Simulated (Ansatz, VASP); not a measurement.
## Si: VASP beside Ansatz

```
Si
1.0
     2.64827    0.00000    0.00000
    -1.32413    2.29347    0.00000
     0.00000    0.00000    4.55201
Si
2
Direct
  0.33333 0.66667 0.25000
  0.66667 0.33333 0.75000
```

Alike in both runs: functional LDA; k mesh 22 × 22 × 12; occupations fermi-dirac, width 0.05 eV; no spin polarisation.

Ansatz relaxed the structure, and its values are those at the end. VASP's run is a single point on that final structure, the one shown.

|  | VASP | Ansatz |
| --- | --- | --- |
| version | VASP 6.6.1 | Ansatz 0.2.0 |
| potentials or method | VASP PAW LDA potentials, release 64 (Si) | PAW with Ansatz's default frozen-core files, scalar-relativistic |
| plane-wave cutoff (eV) | 520 | 420 |
| valence electrons in the cell | 8 | 8 |

VASP gave:

```
pressure (GPa) : 0.1
```

Estimate Ansatz's values.

pressure (GPa): 0.0.

LDA's correlation is that of Perdew and Zunger in VASP and of Perdew and Wang (1992) in Ansatz.
